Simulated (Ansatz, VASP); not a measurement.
**Two plane-wave programs on Be3NiS4**

Contents of INCAR:

```
PREC = Accurate ; ENCUT = 520
EDIFF = 1E-7 ; ISMEAR = 0
SIGMA = 0.2 ; LREAL = False
LASPH = True ; NELM = 150
ALGO = Normal ; ISIF = 2
LWAVE = False ; LCHARG = True
ISPIN = 2 ; MAGMOM = 0 0 0 1.28 0 0 0 0
LORBIT = 11 ; LMAXMIX = 4
GGA = PE ; LELF = True
LVHAR = True ; NBANDS = 34
```

KPOINTS

```
regular mesh
0
Gamma
  4 4 4
```

File POSCAR:

```
Be3NiS4
1.0
    4.9587019107      0.0000000000      0.0000000000
    0.0000000000      4.9587019107      0.0000000000
    0.0000000000      0.0000000000      4.9587019107
Be Ni S
3 1 4
Direct
    0.5000000000      0.5000000000      1.0000000000
    0.5000000000      0.0000000000      0.5000000000
    1.0000000000      0.5000000000      0.5000000000
    0.0000000000      0.0000000000      0.0000000000
    0.2594439924      0.2594439924      0.2594439924
    0.2594439924      0.7405560076      0.7405560076
    0.7405560076      0.2594439924      0.7405560076
    0.7405560076      0.7405560076      0.2594439924
```

Input for Ansatz:

```yaml
crystal:
  lattice:
    - [4.9587019107, 0.0, 0.0]
    - [0.0, 4.9587019107, 0.0]
    - [0.0, 0.0, 4.9587019107]
  atoms:
    - { symbol: Be, position: [0.5, 0.5, 1.0] }
    - { symbol: Be, position: [0.5, 0.0, 0.5] }
    - { symbol: Be, position: [1.0, 0.5, 0.5] }
    - { symbol: Ni, position: [0.0, 0.0, 0.0], spin: 1.28 }
    - { symbol: S, position: [0.2594439924, 0.2594439924, 0.2594439924] }
    - { symbol: S, position: [0.2594439924, 0.7405560076, 0.7405560076] }
    - { symbol: S, position: [0.7405560076, 0.2594439924, 0.7405560076] }
    - { symbol: S, position: [0.7405560076, 0.7405560076, 0.2594439924] }
basis:
  ecutwfc: 420
kpoints:
  mp_grid: { grid: [4, 4, 4] }
hamiltonian:
  xc: pbe
scf:
  occupations: { method: gaussian, width: 0.2 }
  lower_state_search: "off"
output:
  forces: true
  stress: true
  eigenvalues: true
  populations: true
magnetization:
  spin_polarized: true
```

Alike in both runs: task single point; functional PBE; k mesh 4 × 4 × 4; occupations gaussian, width 0.2 eV; collinear spin.

|  | VASP | Ansatz |
| --- | --- | --- |
| version | VASP 6.6.1 | Ansatz 0.2.0 |
| potentials or method | VASP PAW PBE potentials, release 64 (Be, Ni, S), cutoff 520 eV | scalar-relativistic, plane waves, PAW |
| valence electrons in the cell | 40 | 48 |

VASP gave:

```
gap on the k mesh at the Fermi level (eV)                     : none
pressure (GPa)                                                : 0.0
net moment per atom (μB)                                      : 0.24
size of the moment on the site where the two differ most (μB) : 1.18
```

Question: Estimate Ansatz's values.

Answer: gap on the k mesh at the Fermi level (eV): none; pressure (GPa): 0.0; net moment per atom (μB): 0.24; size of the moment on the site where the two differ most (μB): 1.15.

Site moments also hang on the region over which each program counts them. A gap of «none» marks a metal or a gap that the smearing closes. VASP's potentials hold 40 valence electrons a cell and Ansatz's 48, so a difference there can come from the potentials and not from the codes.
